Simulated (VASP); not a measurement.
# Sb (R-3m) in VASP: further runs

Sb is run at these levels: LDA; tasks: single point, relaxation of cell and atoms.

All numbers are computed with VASP 6.6.1; they aren't measurements. Logs are shortened: lines on timing, memory, paths and dates and some standing lists are left out, and cuts for length are marked.

## Step 1: The cell of the first run

The structure is trigonal, space group R-3m (No. 166). The conventional cell has a = 4.354 Å, b = 4.354 Å, c = 11.490 Å, α = 90.00°, β = 90.00°, γ = 120.00°. Within 3.9 Å of Sb (site symmetry 3m) lie 6 Sb at 2.93 to 3.43 Å.

## Step 2: Single point, LDA

Contents of INCAR:

```
  PREC = Accurate
  ENCUT = 520
  EDIFF = 1E-6
  ISMEAR = 0
  SIGMA = 0.1
  LREAL = F
  LASPH = T
  NELM = 100
  ALGO = Normal
  ISIF = 2
  LWAVE = F
  LCHARG = T
  GGA = CA
  LELF = T
  LVHAR = T
  NBANDS = 12
```

Contents of KPOINTS:

```
Automatic mesh
0
Gamma
  6 6 6
```

Contents of POSCAR:

```
Sb
1.0
    2.1770673200      1.2569304100      3.8298803200
   -2.1770673200      1.2569304100      3.8298803200
    0.0000000000     -2.5138608100      3.8298803200
Sb
2
Direct
    0.2682562500      0.2682562500      0.2682562500
    0.7317437500      0.7317437500      0.7317437500
```

Potentials or basis: VASP PAW LDA potentials, release 64 (Sb).

Launch:

```bash
$ cat potpaw_LDA.64/Sb/POTCAR > POTCAR
$ mpirun -np 1 vasp_std > vasp.out
```

OUTCAR:

```text
PREC = Accurate
   ENCUT = 520
   EDIFF = 1E-6
   ISMEAR = 0
   LREAL = F
   LASPH = T
   NELM = 100
   ISIF = 2
   GGA = CA

 ion  position               nearest neighbor table
   1  0.268  0.268  0.268-   2 2.93   2 2.93   2 2.93   2 3.43   2 3.43   2 3.43
   2  0.732  0.732  0.732-   1 2.93   1 2.93   1 2.93   1 3.43   1 3.43   1 3.43

  LATTYP: Found a trigonal (rhomboedric) cell.
 ALAT       =     4.5812093858
 COS(alpha) =     0.5483381271

  Lattice vectors:

 A1 = (   2.1770673200,   1.2569304100,   3.8298803200)
 A2 = (  -2.1770673200,   1.2569304100,   3.8298803200)
 A3 = (   0.0000000000,  -2.5138608100,   3.8298803200)

Analysis of symmetry for initial positions (statically):
=====================================================================
 Subroutine PRICEL returns:
 Original cell was already a primitive cell.

 Routine SETGRP: Setting up the symmetry group for a
 trigonal (rhombohedral) supercell.

 Subroutine GETGRP returns: Found 12 space group operations
 (whereof 12 operations were pure point group operations)
 out of a pool of 12 trial point group operations.

The static configuration has the point symmetry D_3d.

Analysis of symmetry for dynamics (positions and initial velocities):
=====================================================================
 Subroutine PRICEL returns:
 Original cell was already a primitive cell.

 Routine SETGRP: Setting up the symmetry group for a
 trigonal (rhombohedral) supercell.

 Subroutine GETGRP returns: Found 12 space group operations
 (whereof 12 operations were pure point group operations)
 out of a pool of 12 trial point group operations.

The dynamic configuration has the point symmetry D_3d.

 Subroutine INISYM returns: Found 12 space group operations
 (whereof 12 operations are pure point group operations),
 and found     1 'primitive' translations

----------------------------------------------------------------------------------------

                                     Primitive cell

  volume of cell :      62.8810

  direct lattice vectors                    reciprocal lattice vectors
     2.177067320  1.256930410  3.829880320     0.229666761  0.132598166  0.087034921
    -2.177067320  1.256930410  3.829880320    -0.229666761  0.132598166  0.087034921
     0.000000000 -2.513860810  3.829880320     0.000000000 -0.265196332  0.087034922

  length of vectors
     4.581209386  4.581209386  4.581209386     0.279113189  0.279113189  0.279113189

  position of ions in fractional coordinates (direct lattice)
     0.268256250  0.268256250  0.268256250
     0.731743750  0.731743750  0.731743750

  ion indices of the primitive-cell ions
   primitive index   ion index
                 1           1
                 2           2

----------------------------------------------------------------------------------------

 KPOINTS: Automatic mesh

Automatic generation of k-mesh.
 Grid dimensions read from file:
 generate k-points for:    6    6    6

 Generating k-lattice:

  Cartesian coordinates                     Fractional coordinates (reciprocal lattice)
     0.038277794  0.022099694  0.014505820     0.166666667  0.000000000 -0.000000000
    -0.038277794  0.022099694  0.014505820     0.000000000  0.166666667 -0.000000000
     0.000000000 -0.044199389  0.014505820     0.000000000  0.000000000  0.166666667

  Length of vectors
     0.046518865  0.046518865  0.046518865

  Shift w.r.t. Gamma in fractional coordinates (k-lattice)
     0.000000000  0.000000000  0.000000000

 Subroutine IBZKPT returns following result:
 ===========================================

 Found     32 irreducible k-points:

 Following reciprocal coordinates:
            Coordinates               Weight
  0.000000  0.000000  0.000000      1.000000
  0.166667  0.000000  0.000000      6.000000
  0.333333 -0.000000  0.000000      6.000000
  0.500000  0.000000  0.000000      3.000000
  0.166667  0.166667  0.000000      6.000000
  0.333333  0.166667  0.000000     12.000000
[... 16 lines left out ...]
  0.500000  0.500000  0.166667      6.000000
 -0.333333  0.500000  0.166667     12.000000
 [... further k-points ...]
   k-points           NKPTS =     32   k-points in BZ     NKDIM =     32   number of bands    NBANDS=     12
   number of dos      NEDOS =    301   number of ions     NIONS =      2
   total plane-waves  NPLWV =  46656
   dimension x,y,z NGX =    36 NGY =   36 NGZ =   36
   dimension x,y,z NGXF=    72 NGYF=   72 NGZF=   72
   ions per type =               2
   NGX,Y,Z   is equivalent  to a cutoff of  13.06, 13.06, 13.06 a.u.
   NGXF,Y,Z  is equivalent  to a cutoff of  26.13, 26.13, 26.13 a.u.
 SYSTEM =  unknown system
   PREC   = accura    normal or accurate (medium, high low for compatibility)
   ISTART =      0    job   : 0-new  1-cont  2-samecut
   ICHARG =      2    charge: 1-file 2-atom 10-const
   ISPIN  =      1    spin polarized calculation?
   LNONCOLLINEAR =      F non collinear calculations
   LSORBIT =      F    spin-orbit coupling
   LASPH  =      T    aspherical Exc in radial PAW
   ENCUT  =  520.0 eV  38.22 Ry    6.18 a.u.   8.52  8.52  8.52*2*pi/ulx,y,z
   NELM   =    100;   NELMIN=  2; NELMDL= -5     # of ELM steps
   EDIFF  = 0.1E-05   stopping-criterion for ELM
   LREAL  =      F    real-space projection
   EDIFFG = 0.1E-04   stopping-criterion for IOM
   NSW    =      0    number of steps for IOM
   IBRION =     -1    ionic relax: 0-MD 1-quasi-New 2-CG
   NFREE  =      0    steps in history (QN), initial steepest desc. (CG)
   ISIF   =      2    stress and relaxation
   ISYM   =      2    0-nonsym 1-usesym 2-fastsym
   POTIM  = 0.5000    time-step for ionic-motion
   TEBEG  =    0.0;   TEEND  =   0.0 temperature during run
   PSTRESS=    0.0 pullay stress
   NELECT =      10.0000    total number of electrons
   NUPDOWN=      -1.0000    fix difference up-down
   EMIN   =  10.00;   EMAX   =-10.00  energy-range for DOS
   EFERMI =   0.00;   METHOD = LEGACY
   ISMEAR =     0;   SIGMA  =   0.10  broadening in eV -4-tet -1-fermi 0-gaus
   EFERMI_NEDOS =   21; number of points for ismear=-14 and -15
   IALGO  =     38    algorithm
   IMIX   =      4    mixing-type and parameters
     AMIX     =   0.40;   BMIX     =  1.00
     AMIX_MAG =   1.60;   BMIX_MAG =  1.00
  volume/ion in A,a.u.               =      31.44       212.17
  Fermi-wavevector in a.u.,A,eV,Ry     =   0.886955  1.676102 10.703559  0.786689
  Thomas-Fermi vector in A             =   2.008190
   LORBIT       =      0    0 simple, 1 ext, 2 COOP (PROOUT), +10 PAW based schemes
   GGA     = CA    functional components
   LHFCALC =     F    Hartree Fock is set to
   AEXX    =    0.0000 exact exchange contribution
   IVDW    =     0    specifies the selected vdW correction
   LEPSILON=     F    determine dielectric tensor
   LRPA    =     F    only Hartree local field effects (RPA)
 non-spin polarized calculation
 Gauss-broadening in eV      SIGMA  =   0.10
  energy-cutoff  :      520.00
  volume of cell :       62.88
 maximum number of plane-waves:      1716
 NGX is ok and might be reduce to    36
   NGX = 17   NGY = 17   NGZ = 17

 number of electron      10.0000000 magnetization

 Free energy of the ion-electron system (eV)
  ---------------------------------------------------
  ext. energy  EPLUGINS =         0.00000000
  ---------------------------------------------------
  free energy    TOTEN  =        -9.61226878 eV

  energy without entropy =       -9.61068773  energy(sigma->0) =       -9.61147825

 E-fermi :   6.5986     XC(G=0):  -9.5459

 val. band max:        6.5984586592   @ k =   0.3333   0.1667   0.1667
 cond. band min:       6.8944874825   @ k =   0.5000   0.0000   0.0000
 fundamental gap:      0.2960288233
 Fermi energy:         6.5986412469

 k-point     1 :       0.0000    0.0000    0.0000
  band No.  band energies     occupation
      1      -5.8283      2.00000
      2       1.5616      2.00000
      3       4.6947      2.00000
      4       4.9166      2.00000
      5       4.9166      2.00000
      6       8.5209      0.00000
      7       9.2061      0.00000
      8       9.2061      0.00000
      9      11.8299      0.00000
     10      11.8299      0.00000
     11      12.0165      0.00000
     12      13.2613      0.00000

 k-point     2 :       0.1667    0.0000    0.0000
  band No.  band energies     occupation
      1      -5.5350      2.00000
      2       0.5420      2.00000
      3       4.7101      2.00000
      4       4.8358      2.00000
      5       5.2427      2.00000
      6       8.3057      0.00000
      7       8.5708      0.00000
      8       8.6596      0.00000
      9      11.2105      0.00000
     10      11.7469      0.00000
     11      12.0568      0.00000
     12      14.8724      0.00000

 k-point     3 :       0.3333   -0.0000    0.0000
  band No.  band energies     occupation
      1      -4.6763      2.00000
      2      -1.3431      2.00000
      3       4.7223      2.00000
      4       4.7255      2.00000
      5       5.7716      2.00000
      6       7.2592      0.00000
      7       7.4811      0.00000
      8       7.7257      0.00000
      9      12.2191      0.00000
     10      12.9882      0.00000
     11      13.5446      0.00000
     12      16.8166      0.00000
[... 286 lines left out ...]
 k-point    23 :       0.5000    0.5000    0.1667
  band No.  band energies     occupation
      1      -3.9177      2.00000
      2      -1.4332      2.00000
      3       1.7444      2.00000
      4       3.4806      2.00000
      5       3.8798      2.00000
      6       8.7992      0.00000
      7      10.2738      0.00000
      8      11.3345      0.00000
      9      12.0372      0.00000
     10      15.3187      0.00000
     11      15.6147      0.00000
     12      16.0255      0.00000

 k-point    24 :      -0.3333    0.5000    0.1667
  band No.  band energies     occupation
      1      -3.3539      2.00000
      2      -2.0031      2.00000
      3       1.6120      2.00000
      4       2.4564      2.00000
      5       4.8656      2.00000
      6       8.4944      0.00000
      7       9.9337      0.00000
      8      12.1042      0.00000
      9      12.2826      0.00000
     10      13.5620      0.00000
     11      16.0921      0.00000
     12      16.9365      0.00000

 [... further k-points ...]

------------------------ aborting loop because EDIFF is reached ----------------------------------------

  FORCE on cell =-STRESS in cart. coord.  units (eV):
  Direction    XX          YY          ZZ          XY          YZ          ZX
  --------------------------------------------------------------------------------------
  -------------------------------------------------------------------------------------
  Total       -0.9515029     -0.9515029     -0.9409493      0.0000000     -0.0000000     -0.0000000
  in kB      -24.2438247    -24.2438248    -23.9749245      0.0000000     -0.0000000     -0.0000000
  external PRESSURE =     -24.1541913 kB  Pullay stress =       0.0000000 kB

 VOLUME and BASIS-vectors are now :
 -----------------------------------------------------------------------------
  energy-cutoff  :      520.00
  volume of cell :       62.88
      direct lattice vectors                 reciprocal lattice vectors
     2.177067320  1.256930410  3.829880320     0.229666761  0.132598166  0.087034921
    -2.177067320  1.256930410  3.829880320    -0.229666761  0.132598166  0.087034921
     0.000000000 -2.513860810  3.829880320     0.000000000 -0.265196332  0.087034922

 POSITION                                       TOTAL-FORCE (eV/Angst)
 -----------------------------------------------------------------------------------
      0.00000      0.00000      3.08217         0.000000      0.000000      0.018896
      0.00000      0.00000      8.40747         0.000000     -0.000000     -0.018896
 -----------------------------------------------------------------------------------
    total drift:                                0.000000      0.000000     -0.000000

  FREE ENERGIE OF THE ION-ELECTRON SYSTEM (eV)
  ---------------------------------------------------
  free  energy   TOTEN  =        -9.6122687767 eV

  energy  without entropy=       -9.6106877321  energy(sigma->0) =       -9.61147825
```

Wall time 27 s (1 thread of Intel Xeon 8259CL, shared host); peak memory 0.17 GiB.

What came out:

| Quantity | Value |
| --- | --- |
| Free energy | -9.6123 eV |
| Pressure | -2.4 GPa |
| Largest force | 0.019 eV/Å |
| Band gap on the k mesh | zero (bands 5 and 6 overlap by 0.22 eV) |

Forces on the atoms (eV/Å):
```
Sb   0.000  0.000  0.019
Sb   0.000  0.000 -0.019
```

Caveat: spin-orbit coupling is left out, which moves the levels of the heavy elements.

(Continued in part 2 of 2.)

The gap in the log of VASP goes by the Fermi energy; the results here count the filled bands.